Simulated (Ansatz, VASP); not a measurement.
**ZrC: VASP beside Ansatz**

```
Zr C
1.0
     0.00000    2.43040    2.43040
     2.43040    0.00000    2.43040
     2.43040    2.43040    0.00000
Zr C
1 1
Direct
  0.50000 0.50000 0.50000
  0.00000 0.00000 0.00000
```

Alike in both runs: task single point; functional PBE; k mesh 16 × 16 × 16; occupations gaussian, width 0.1 eV; no spin polarisation.

|  | VASP | Ansatz |
| --- | --- | --- |
| version | VASP 6.6.1 | Ansatz 0.2.0 |
| potentials or method | VASP PAW PBE potentials, release 64 (Zr_sv, C), cutoff 520 eV | scalar-relativistic, plane waves, PAW |
| valence electrons in the cell | 16 | 16 |

|  | VASP | Ansatz | Ansatz less VASP |
| --- | --- | --- | --- |
| gap on the k mesh at the Fermi level (eV) | none | none | - |
| pressure (GPa) | -17.3 | -17.4 | -0.18 |

A gap of «none» marks a metal or a gap that the smearing closes.
